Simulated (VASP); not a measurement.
A run of VASP 6.6.1:

The input INCAR:

```
PREC     = Accurate       # precision mode
ENCUT    = 500            # plane-wave cutoff, eV
EDIFF    = 1E-6           # SCF threshold, eV
ISMEAR   = -1             # smearing method
SIGMA    = 0.08           # smearing width, eV
LREAL    = False          # projectors in reciprocal space
LASPH    = True           # aspherical terms in the spheres
NELM     = 120            # most SCF steps
ALGO     = Normal         # electronic algorithm
ISIF     = 2              # what is computed and relaxed
LWAVE    = False          # write WAVECAR
LCHARG   = False          # write CHGCAR
GGA      = PS             # functional
NBANDS   = 17             # bands
GGA_COMPAT= False
```

File KPOINTS:

```
Automatic mesh
0
Gamma
  17 17 9
```

POSCAR

```
Pd
1.0
    2.5514416075      0.0000000000      0.0000000000
   -1.2757208038      2.2096132483      0.0000000000
    0.0000000000      0.0000000000      4.2461531717
Pd
2
Direct
    0.3333333333      0.6666666667      0.2500000000
    0.6666666667      0.3333333333      0.7500000000
```

Potentials or basis: VASP PAW PBE potentials, release 64 (Pd).

Command:

```sh
$ cat potpaw_PBE.64/Pd/POTCAR > POTCAR
$ mpirun -np 1 vasp_std > vasp.out
```

Hardware: 1 thread of Intel Xeon 6975P-C (shared host).

Problem. Estimate the wall time of this run.

Solution. It took 36 s on 1 thread of Intel Xeon 6975P-C (shared host), peak memory 0.17 GiB. Counts: scf iterations 11, k points 165.
